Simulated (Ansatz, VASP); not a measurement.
TlS2: VASP beside Ansatz

Contents of INCAR:

```
ALGO = Fast
EDIFF = 1E-7
EDIFFG = -0.01
ENCUT = 600
GGA = PE
IBRION = 2
ISIF = 3
ISMEAR = 0
LASPH = T
LCHARG = F
LREAL = F
LWAVE = F
NELM = 60
NSW = 100
PREC = Accurate
SIGMA = 0.1
```

Contents of KPOINTS:

```
k-points
0
Gamma
  12 12 8
```

POSCAR

```
TlS2
1.0
    3.6292105024      0.0000000000      0.0000000000
    0.0000000000      3.6292105024      0.0000000000
    0.0000000000      0.0000000000      5.5149777575
Tl S
1 2
Direct
    0.5000000000      0.5000000000      0.5000000000
    0.0000000000      0.5000000000      0.0000000000
    0.5000000000      0.0000000000      0.0000000000
```

Input for Ansatz:

```yaml
crystal:
  lattice:
    - [3.6292105024, 0.0, 0.0]
    - [0.0, 3.6292105024, 0.0]
    - [0.0, 0.0, 5.5149777575]
  atoms:
    - { symbol: Tl, position: [0.5, 0.5, 0.5] }
    - { symbol: S, position: [0.0, 0.5, 0.0] }
    - { symbol: S, position: [0.5, 0.0, 0.0] }
basis:
  ecutwfc: 420
kpoints:
  mp_grid: { grid: [12, 12, 8] }
hamiltonian:
  xc: pbe
scf:
  occupations: { method: gaussian, width: 0.1 }
output:
  forces: true
  stress: true
  eigenvalues: true
  write_density: true
  write_potential: true
  elf: true
  volumetric_format: npy
relax:
  adjacent_minimum: "off"
  f_tol: 0.01
  max_steps: 80
  cell: { stress_tol: 0.05 }
```

Alike in both runs: task relaxation of cell and atoms; functional PBE; k mesh 12 × 12 × 8; occupations gaussian, width 0.1 eV; no spin polarisation.

```csv
,VASP,Ansatz
version,VASP 6.6.1,Ansatz 0.2.0
potentials or method,"VASP PAW PBE potentials, release 64 (Tl_d, S), cutoff 600 eV","scalar-relativistic, plane waves, PAW"
valence electrons in the cell,25,25
```

VASP gave:

```
gap on the k mesh at the Fermi level, each at its own relaxed structure (eV) : none
relaxed volume (Å³/atom)                                                     : 24.07
relaxed length of the cell vector where the two differ most in proportion (Å)              : 5.507
```

Q: Which values does Ansatz return?

A: gap on the k mesh at the Fermi level, each at its own relaxed structure (eV): none; relaxed volume (Å³/atom): 24.09; relaxed length of the cell vector where the two differ most in proportion (Å): 5.511.

A gap of «none» marks a metal or a gap that the smearing closes.

Neither program's run includes spin-orbit coupling.
